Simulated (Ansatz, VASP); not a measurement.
**One calculation of TiTe2, two programs**

```
Ti Te
1.0
     3.77025    0.00000    0.00000
    -1.88513    3.26514    0.00000
     0.00000    0.00000    6.87302
Ti Te
1 2
Direct
  0.00000 0.00000 0.00000
  0.66667 0.33333 0.25166
  0.33333 0.66667 0.74834
```

Alike in both runs: functional PBE; k mesh 11 × 11 × 6; occupations fermi-dirac, width 0.05 eV; no spin polarisation.

Ansatz relaxed the structure, and its values are those at the end. VASP's run is a single point on that final structure, the one shown.

|  | VASP | Ansatz |
| --- | --- | --- |
| version | VASP 6.6.1 | Ansatz 0.2.0 |
| potentials or method | VASP PAW PBE potentials, release 64 (Ti_sv, Te) | PAW with Ansatz's default frozen-core files, scalar-relativistic |
| plane-wave cutoff (eV) | 520 | 420 |
| valence electrons in the cell | 24 | 44 |

Ansatz gave:

- pressure (GPa): 0.0
- rms of the force components (eV/Å): 0.000

What did VASP give for the same quantities?

Pressure (GPa): 0.0; rms of the force components (eV/Å): 0.004.

VASP's potentials hold 24 valence electrons a cell and Ansatz's 44, so a difference there can come from the potentials and not from the codes.

Spin-orbit coupling is off throughout.
